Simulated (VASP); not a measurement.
Wanted: the native input for a VASP 6.6.1 run.

| Property | Result |
| --- | --- |
| Task | single point |
| Functional | LDA |
| Potentials or basis | VASP PAW LDA potentials, release 64 (Si, Mo_sv) |
| Cutoff | 520 eV |
| k mesh | 10 × 10 × 10 |
| Occupations | gaussian, width 0.05 eV |
| Spin | no spin polarisation |
| Dipole correction | no |
| Further INCAR settings | ALGO = Normal; EDIFF = 1e-06; NBANDS = 18 |

The structure of Si2Mo lies in POSCAR:

```
Si2Mo
1.0
   -1.5646439640      1.5646439640      3.8422300757
    1.5646439640     -1.5646439640      3.8422300757
    1.5646439640      1.5646439640     -3.8422300757
Si Mo
2 1
Direct
    0.3348554778      0.3348554778      0.0000000000
    0.6651445222      0.6651445222      0.0000000000
    0.0000000000      0.0000000000      0.0000000000
```

These files were run (other wordings do the same):

INCAR

```
SYSTEM = Si2Mo
PREC = Accurate
ENCUT = 520
EDIFF = 1E-6
ISMEAR = 0
SIGMA = 0.05
LREAL = .False.
LASPH = .True.
NELM = 80
ALGO = Normal
ISIF = 2
LWAVE = .False.
LCHARG = .False.
NBANDS = 18
```

KPOINTS

```
regular mesh
0
Gamma
  10 10 10
  0 0 0
```

Potentials or basis: VASP PAW LDA potentials, release 64 (Si, Mo_sv).

Launch:

```console
$ cat potpaw_LDA.64/Si/POTCAR potpaw_LDA.64/Mo_sv/POTCAR > POTCAR
$ mpirun -np 1 vasp_std > vasp.out
```

It gave:

```
Pressure               : 10.8 GPa
Largest force          : 0.018 eV/Å
Band gap on the k mesh : zero (bands 11 and 12 overlap by 0.97 eV)
```

Caveat: the cell stands under pressure.

Run time: 69 s on 1 thread of Intel Xeon 8259CL (shared host), peak memory 0.21 GiB.
